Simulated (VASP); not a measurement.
A run of VASP 6.6.1 is set up as follows.

The input INCAR:

```
PREC = Accurate
ENCUT = 520
EDIFF = 1E-6
ISMEAR = 0
SIGMA = 0.05
LREAL = False
LASPH = True
NELM = 100
ALGO = Normal
ISIF = 2
LWAVE = False
LCHARG = False
GGA = PE
IVDW = 12
NBANDS = 20
```

File KPOINTS:

```
regular mesh
0
Gamma
  9 9 4
```

File POSCAR:

```
WSe2
1.0
    3.3277852269      0.0000000000      0.0000000000
   -1.6638926134      2.8819465448      0.0000000000
    0.0000000000      0.0000000000      6.8016602252
W Se
1 2
Direct
    0.0000000000      0.0000000000      0.0000000000
    0.3333333333      0.6666666667      0.2524432937
    0.3333333333      0.6666666667      0.7475567063
```

Potentials or basis: VASP PAW PBE potentials, release 64 (W_sv, Se).

Launch:

```bash
$ cat potpaw_PBE.64/W_sv/POTCAR potpaw_PBE.64/Se/POTCAR > POTCAR
$ mpirun -np 1 vasp_std > vasp.out
```

Predict the band gap on the k mesh.

1.07 eV (least direct gap 1.52 eV).

Predict the dispersion energy per atom.

-0.432 eV.

Estimate the pressure.

-5.0 GPa.

Forces on the atoms (eV/Å):
```
W    0.000  0.000  0.000
Se   0.000  0.000 -0.922
Se   0.000  0.000  0.922
```

Caveat: the cell stands under tension; spin-orbit coupling is left out, which moves the levels of the heavy elements; an odd mesh through Γ misses points on the zone boundary, where band edges can lie.
